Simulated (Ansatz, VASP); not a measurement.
# RbCaH3: VASP beside Ansatz

INCAR

```
PREC = Accurate ; ENCUT = 520
EDIFF = 1E-7 ; ISMEAR = 0
SIGMA = 0.05 ; LREAL = False
LASPH = True ; NELM = 100
ALGO = Normal ; ISIF = 2
LWAVE = False ; LCHARG = True
LELF = True ; LVHAR = True
NBANDS = 19
```

KPOINTS

```
regular mesh
0
Gamma
  6 6 6
```

Contents of POSCAR:

```
RbCaH3
1.0
    4.5601127858     -0.2400059361     -0.2400059361
   -0.2400059361      4.5601127858     -0.2400059361
   -0.2400059361     -0.2400059361      4.5601127858
Rb Ca H
1 1 3
Direct
    0.0000000000      0.0000000000      0.0000000000
    0.5000000000      0.5000000000      0.5000000000
    0.0000000000      0.5000000000      0.5000000000
    0.5000000000      0.0000000000      0.5000000000
    0.5000000000      0.5000000000      0.0000000000
```

Input for Ansatz:

```yaml
crystal:
  lattice:
    - [4.5601127858, -0.2400059361, -0.2400059361]
    - [-0.2400059361, 4.5601127858, -0.2400059361]
    - [-0.2400059361, -0.2400059361, 4.5601127858]
  atoms:
    - { symbol: Rb, position: [0.0, 0.0, 0.0] }
    - { symbol: Ca, position: [0.5, 0.5, 0.5] }
    - { symbol: H, position: [0.0, 0.5, 0.5] }
    - { symbol: H, position: [0.5, 0.0, 0.5] }
    - { symbol: H, position: [0.5, 0.5, 0.0] }
basis:
  ecutwfc: 420
kpoints:
  mp_grid: { grid: [6, 6, 6] }
hamiltonian:
  xc: lda
scf:
  occupations: { method: gaussian, width: 0.05 }
output:
  forces: true
  stress: true
  eigenvalues: true
```

Alike in both runs: task single point; functional LDA; k mesh 6 × 6 × 6; occupations gaussian, width 0.05 eV; no spin polarisation.

```csv
,VASP,Ansatz
version,VASP 6.6.1,Ansatz 0.2.0
potentials or method,"VASP PAW LDA potentials, release 64 (Rb_sv, Ca_sv, H), cutoff 520 eV","scalar-relativistic, plane waves, PAW"
valence electrons in the cell,22,22
```

```csv
,VASP,Ansatz,Ansatz less VASP
gap on the k mesh at the Fermi level (eV),2.59,2.60,+0.007
least direct gap on the mesh (eV),2.62,2.63,+0.009
pressure (GPa),-2.3,-2.4,-0.03
"traceless stress, the component that is largest in VASP (GPa)",1.95,1.95,0.000
```

LDA's correlation is that of Perdew and Zunger in VASP and of Perdew and Wang (1992) in Ansatz.
